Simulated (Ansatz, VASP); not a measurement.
# Rh: VASP beside Ansatz

INCAR

```
ALGO = Fast
EDIFF = 1E-7
ENCUT = 520
GGA = PS
ISIF = 2
ISMEAR = 0
LASPH = T
LCHARG = F
LREAL = F
LWAVE = F
NBANDS = 14
NELM = 100
PREC = Accurate
SIGMA = 0.15
```

KPOINTS

```
k-points
0
Gamma
  24 24 24
```

File POSCAR:

```
Rh
1.0
   -0.2007403949      1.8066635540      1.8066635540
    1.8066635540     -0.2007403949      1.8066635540
    1.8066635540      1.8066635540     -0.2007403949
Rh
1
Direct
    0.0000000000      0.0000000000      0.0000000000
```

Input for Ansatz:

```yaml
crystal:
  lattice:
    - [-0.2007403949, 1.806663554, 1.806663554]
    - [1.806663554, -0.2007403949, 1.806663554]
    - [1.806663554, 1.806663554, -0.2007403949]
  atoms:
    - { symbol: Rh, position: [0.0, 0.0, 0.0] }
basis:
  ecutwfc: 420
kpoints:
  mp_grid: { grid: [24, 24, 24] }
hamiltonian:
  xc: pbesol
scf:
  occupations: { method: gaussian, width: 0.15 }
output:
  forces: true
  stress: true
  eigenvalues: true
```

Alike in both runs: task single point; functional PBEsol; k mesh 24 × 24 × 24; occupations gaussian, width 0.15 eV; no spin polarisation.

|  | VASP | Ansatz |
| --- | --- | --- |
| version | VASP 6.6.1 | Ansatz 0.2.0 |
| potentials or method | VASP PAW PBE potentials, release 64 (Rh_pv), cutoff 520 eV | scalar-relativistic, plane waves, PAW |
| valence electrons in the cell | 15 | 17 |

|  | VASP | Ansatz | Ansatz less VASP |
| --- | --- | --- | --- |
| gap on the k mesh at the Fermi level (eV) | none | none | - |
| pressure (GPa) | 3.9 | 3.9 | +0.06 |
| traceless stress, the component that is largest in VASP (GPa) | 18.92 | 18.93 | +0.017 |

VASP's potentials were made for PBE, not for PBEsol. A gap of «none» marks a metal or a gap that the smearing closes. VASP's potentials hold 15 valence electrons a cell and Ansatz's 17, so a difference there can come from the potentials and not from the codes.
